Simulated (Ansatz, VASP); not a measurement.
Two plane-wave programs on Mo

```
CELL_PARAMETERS angstrom
-1.57855 1.54615 1.60848
1.53682 -1.38785 1.40845
1.71218 1.52147 -1.45017
ATOMIC_POSITIONS crystal
Mo 0.00000 0.00000 0.00000
```

Change from the starting cell: cell sheared at random, sigma 0.06, atoms nudged by 0.01 Å.

Alike in both runs: task single point; functional LDA; k mesh 16 × 16 × 16; occupations gaussian, width 0.15 eV; no spin polarisation.

```csv
,VASP,Ansatz
version,VASP 6.6.1,Ansatz 0.2.0
potentials or method,"VASP PAW LDA potentials, release 64 (Mo_sv), cutoff 520 eV","scalar-relativistic, plane waves, PAW"
valence electrons in the cell,14,14
```

|  | VASP | Ansatz | Ansatz less VASP |
| --- | --- | --- | --- |
| gap on the k mesh at the Fermi level (eV) | none | none | - |
| pressure (GPa) | 6.5 | 5.2 | -1.32 |
| traceless stress, the component that is largest in VASP (GPa) | -11.72 | -11.56 | +0.159 |

LDA's correlation is that of Perdew and Zunger in VASP and of Perdew and Wang (1992) in Ansatz. A gap of «none» marks a metal or a gap that the smearing closes.
